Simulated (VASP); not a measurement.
Runs of VASP 6.6.1 on BaBi. The structure is that of space group Pm-3m (No. 221), or close to it. The cells are those of the table. 

| task | cell | k mesh | cutoff (eV) | gap on the mesh (eV) | pressure (GPa) | relaxed volume (Å³/atom) |
| --- | --- | --- | --- | --- | --- | --- |
| relaxation of cell and atoms | relaxed from a = 4.324 Å, 2 atoms | 14 × 14 × 14 | 600 | none | 0.0 | 40.96 |
| relaxation of cell and atoms | relaxed from a = 4.126 Å, 2 atoms | 4 × 4 × 4 | 600 | none | 0.0 | 40.93 |
| single point | a = 4.328 Å, 2 atoms | 12 × 12 × 12 | 520 | none | 0.2 | - |
| single point | a = 4.326 Å, 2 atoms | 14 × 14 × 14 | 520 | none | (a) | - |
| single point | a = 4.324 Å, 2 atoms | 4 × 4 × 4 | 520 | none | (b) | - |

Alike in all rows: level PBE; potentials or basis VASP PAW PBE potentials, release 64 (Ba_sv, Bi_d); no spin polarisation; smearing gaussian 0.1 eV.

**Question.** Estimate the missing entries.

**Answer.** (a) 0.3; (b) 0.4.

Caveats: some runs use coarse meshes; spin-orbit coupling is left out, which moves the levels of the heavy elements; the volume moved by over 15 % at a fixed basis, so the end points are rough (at least some runs).

A k mesh can miss the band edges, and the runs leave out spin-orbit coupling on Ba, Bi.

A gap of «none» marks levels without a gap at the run's occupations.
